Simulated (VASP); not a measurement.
# LiF (P6_3mc) in VASP: a series of runs, part 2 of 2

VASP 6.6.1. Earlier steps stand in the parts before.

### 3 Single point, LDA (8.67 Å³/atom)

File INCAR:

```
SYSTEM = LiF
PREC     = Accurate       ! precision mode
ENCUT    = 520            ! plane-wave cutoff, eV
EDIFF    = 1E-7           ! SCF threshold, eV
ISMEAR   = 0              ! smearing method
SIGMA    = 0.05           ! smearing width, eV
LREAL    = .FALSE.        ! projectors in reciprocal space
LASPH    = .TRUE.         ! aspherical terms in the spheres
NELM     = 80             ! most SCF steps
ALGO     = Normal         ! electronic algorithm
ISIF     = 2              ! what is computed and relaxed
LWAVE    = .FALSE.        ! write WAVECAR
LCHARG   = .FALSE.        ! write CHGCAR
NBANDS   = 18             ! bands
```

File KPOINTS:

```
Automatic mesh
0
G
  9 9 6
  0 0 0
```

File POSCAR:

```
LiF
1.0
    2.8934585212      0.0000000000      0.0000000000
   -1.4467292606      2.5058085842      0.0000000000
    0.0000000000      0.0000000000      4.7825975897
Li F
2 2
Direct
    0.3333333333      0.6666666667      0.3839784076
    0.6666666667      0.3333333333      0.8839784076
    0.3333333333      0.6666666667      0.9910195924
    0.6666666667      0.3333333333      0.4910195924
```

Potentials or basis: VASP PAW LDA potentials, release 64 (Li_sv, F).

On the command line:

```console
cat potpaw_LDA.64/Li_sv/POTCAR potpaw_LDA.64/F/POTCAR > POTCAR
mpirun -np 1 vasp_std > vasp.out
```

OUTCAR:

```text
SYSTEM = LiF
   PREC = Accurate
   ENCUT = 520
   EDIFF = 1E-7
   ISMEAR = 0
   LREAL = .FALSE.
   LASPH = .TRUE.
   NELM = 80
   ISIF = 2

 ion  position               nearest neighbor table
   1  0.333  0.667  0.384-   4 1.75   4 1.75   4 1.75   3 1.88
   2  0.667  0.333  0.884-   3 1.75   3 1.75   3 1.75   4 1.88
   3  0.333  0.667  0.991-   2 1.75   2 1.75   2 1.75   1 1.88
   4  0.667  0.333  0.491-   1 1.75   1 1.75   1 1.75   2 1.88

  LATTYP: Found a hexagonal cell.
 ALAT       =     2.8934585212
 C/A-ratio  =     1.6529000000

[... 704 lines left out ...]
  --------------------------------------------------------------------------------------
  -------------------------------------------------------------------------------------
  Total        1.9250420      1.9250420     -0.1544768      0.0000000      0.0000000      0.0000000
  in kB       88.9450516     88.9450516     -7.1374813      0.0000000      0.0000000      0.0000000
  external PRESSURE =      56.9175406 kB  Pullay stress =       0.0000000 kB

 VOLUME and BASIS-vectors are now :
 -----------------------------------------------------------------------------
  energy-cutoff  :      520.00
  volume of cell :       34.68
      direct lattice vectors                 reciprocal lattice vectors
     2.893458521  0.000000000  0.000000000     0.345607166  0.199536390  0.000000000
    -1.446729261  2.505808584  0.000000000     0.000000000  0.399072781  0.000000000
     0.000000000  0.000000000  4.782597590     0.000000000  0.000000000  0.209091395

 POSITION                                       TOTAL-FORCE (eV/Angst)
 -----------------------------------------------------------------------------------
     -0.00000      1.67054      1.83641         0.000000      0.000000     -0.355894
      1.44673      0.83527      4.22771        -0.000000     -0.000000     -0.355894
     -0.00000      1.67054      4.73965         0.000000      0.000000      0.355894
      1.44673      0.83527      2.34835        -0.000000      0.000000      0.355894
 -----------------------------------------------------------------------------------
    total drift:                                0.000000      0.000000      0.001199

  FREE ENERGIE OF THE ION-ELECTRON SYSTEM (eV)
  ---------------------------------------------------
  free  energy   TOTEN  =       -20.7181820323 eV

  energy  without entropy=      -20.7181820323  energy(sigma->0) =      -20.71818203
```

OSZICAR:

```text
N       E                     dE             d eps       ncg     rms          rms(c)
DAV:   1     0.115185498152E+03    0.11519E+03   -0.11038E+04  1744   0.122E+03
DAV:   2    -0.122566295581E+02   -0.12744E+03   -0.12418E+03  1978   0.303E+02
DAV:   3    -0.219940160076E+02   -0.97374E+01   -0.96738E+01  3106   0.614E+01
DAV:   4    -0.221445598481E+02   -0.15054E+00   -0.15030E+00  2254   0.848E+00
DAV:   5    -0.221459326607E+02   -0.13728E-02   -0.13727E-02  2318   0.695E-01    0.706E+00
DAV:   6    -0.207414723847E+02    0.14045E+01   -0.34682E+00  1810   0.147E+01    0.212E+00
DAV:   7    -0.207263529494E+02    0.15119E-01   -0.12418E-01  2006   0.252E+00    0.138E+00
DAV:   8    -0.207191864343E+02    0.71665E-02   -0.42730E-02  2366   0.195E+00    0.331E-01
DAV:   9    -0.207180584061E+02    0.11280E-02   -0.59020E-03  2002   0.645E-01    0.847E-02
DAV:  10    -0.207181839078E+02   -0.12550E-03   -0.28717E-04  1878   0.148E-01    0.187E-02
DAV:  11    -0.207181821292E+02    0.17786E-05   -0.13598E-05  2414   0.366E-02    0.478E-03
DAV:  12    -0.207181820323E+02    0.96873E-07   -0.75017E-07  2746   0.760E-03
   1 F= -.20718182E+02 E0= -.20718182E+02  d E =-.422710E-15
```

stdout:

```text
POSCAR found type information on POSCAR LiF
 POSCAR found :  2 types and       4 ions
 scaLAPACK will be used
 LDA part: xc-table for (Slater(with rela. corr.)+CA(PZ))
 , standard interpolation
 POSCAR, INCAR and KPOINTS ok, starting setup
 FFT: planning ... GRIDC
 FFT: planning ... GRID_SOFT
 FFT: planning ... GRID
 WAVECAR not read
 entering main loop
```

It took 31 s on 1 thread of Intel Xeon 8259CL, shared host; peak memory 0.15 GiB.

What came out:

- Free energy: -20.7182 eV
- Largest force: 0.356 eV/Å
- Band gap on the k mesh: 8.29 eV

Forces in eV/Å, atoms in the order of the input:
```
Li   0.000  0.000 -0.356
Li   0.000  0.000 -0.356
F    0.000  0.000  0.356
F    0.000  0.000  0.356
```

Levels at points of the mesh, in eV from the valence-band top:
| k point | band 8 | band 9 | band 10 | band 11 | band 12 | band 13 |
| --- | --- | --- | --- | --- | --- | --- |
| (0.00, 0.00, 0.00) | -0.12 | -0.12 | 0.00 | 8.29 | 12.37 | 16.17 |
| (0.00, 0.00, 0.50) | -0.28 | -0.28 | -0.28 | 10.01 | 10.01 | 18.02 |

Caveat: the cutoff is under 1.25 times the usual one of these potentials, so pressure, stress and relaxed cells hold a basis-set (Pulay) error; an odd mesh through Γ misses points on the zone boundary, where band edges can lie.

### 4 Single point, LDA (8.67 Å³/atom)

File INCAR:

```
SYSTEM = LiF
PREC = Accurate
ENCUT = 520
EDIFF = 1E-6
ISMEAR = 0
SIGMA = 0.05
LREAL = .False.
LASPH = .True.
NELM = 60
ALGO = Normal
ISIF = 2
LWAVE = .False.
LCHARG = .False.
GGA = CA
NBANDS = 18
```

File KPOINTS:

```
Automatic mesh
0
Gamma
  9 9 6
  0 0 0
```

File POSCAR:

```
LiF
1.0
    2.8472985493      0.0000000000      0.0000000000
   -1.4236492746      2.4658328759      0.0000000000
    0.0000000000      0.0000000000      4.9389240636
Li F
2 2
Direct
    0.3333333333      0.6666666667      0.3839784076
    0.6666666667      0.3333333333      0.8839784076
    0.3333333333      0.6666666667      0.9910195924
    0.6666666667      0.3333333333      0.4910195924
```

On the command line:

```console
cat potpaw_LDA.64/Li_sv/POTCAR potpaw_LDA.64/F/POTCAR > POTCAR
mpirun -np 1 vasp_std > vasp.out
```

Run time: 38 s. Hardware: 1 thread of Intel Xeon 8259CL, shared host; peak memory 0.15 GiB.

It converged, with:

```
Free energy            : -20.6318 eV
Largest force          : 0.540 eV/Å
Band gap on the k mesh : 8.32 eV
```

Forces on the atoms (eV/Å):
```
Li   0.000  0.000 -0.540
Li   0.000  0.000 -0.540
F    0.000  0.000  0.540
F    0.000  0.000  0.540
```

Levels at points of the mesh, in eV from the valence-band top:
```
           k point  band 6  band 7  band 8  band 9  band 10  band 11  band 12  band 13  band 14  band 15
(0.00, 0.00, 0.00)   -0.25   -0.25    0.00    0.00     0.00     8.32    12.18    16.11    19.48    20.23
(0.00, 0.00, 0.50)   -1.38   -0.13   -0.13   -0.13    -0.13    10.01    10.01    17.77    17.77    20.54
```

Caveat: the cutoff is under 1.25 times the usual one of these potentials, so pressure, stress and relaxed cells hold a basis-set (Pulay) error; an odd mesh through Γ misses points on the zone boundary, where band edges can lie.

### 5 The runs side by side

```csv
cell,gap on the mesh (eV),largest force (eV/Å)
"a = 3.086, b = 3.086, c = 4.205 Å, angles 90.0, 90.0, 120.0°, 4 atoms",8.05,1.06
"a = 2.893, b = 2.893, c = 4.783 Å, angles 90.0, 90.0, 120.0°, 4 atoms",8.29,0.36
"a = 2.847, b = 2.847, c = 4.939 Å, angles 90.0, 90.0, 120.0°, 4 atoms",8.32,0.54
```

Alike in all rows: task single point; level LDA; potentials or basis VASP PAW LDA potentials, release 64 (Li_sv, F); no spin polarisation; k mesh 9 × 9 × 6; cutoff (eV) 520; smearing gaussian 0.05 eV.

Caveats: the cutoff is under 1.25 times the usual one of these potentials, so pressure, stress and relaxed cells hold a basis-set (Pulay) error; an odd mesh through Γ misses points on the zone boundary, where band edges can lie; forces of over 1 eV/Å act on the atoms, so gaps and moduli don't describe the material at rest (at least some runs).

Total energies depend on the potentials used, so only differences within one code and one set of settings carry meaning.
